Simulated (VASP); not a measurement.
The system is PbS (Galena).

```
Pb S
1.0
     0.00000    2.92567    2.92567
     2.92567    0.00000    2.92567
     2.92567    2.92567    0.00000
Pb S
1 1
Direct
  0.00000 0.00000 0.00000
  0.50000 0.50000 0.50000
```

Base run:

| Property | Result |
| --- | --- |
| Program | VASP 6.6.1 |
| Functional | r2SCAN |
| Potentials or basis | VASP PAW PBE potentials, release 64 (Pb_d, S) |
| Cutoff | 520 eV |
| k mesh | 8 × 8 × 8 |
| Occupations | fermi-dirac, width 0.05 eV |
| Spin | no spin polarisation |

Its results: band gap on the k mesh 0.45 eV, direct; pressure 4.1 GPa.

Q: The run is repeated on the same cell with these changes: dispersion from none to rVV10. What comes out?

A: Band gap on the k mesh 0.41 eV, direct; pressure 3.2 GPa.

Dispersion adds attraction, which lowers the pressure at fixed volume.

Caveats: the PAW data sets were made with another functional, which shifts forces and pressure a little; spin-orbit coupling is left out, which moves the levels of the heavy elements.

A k mesh can miss the band edges.
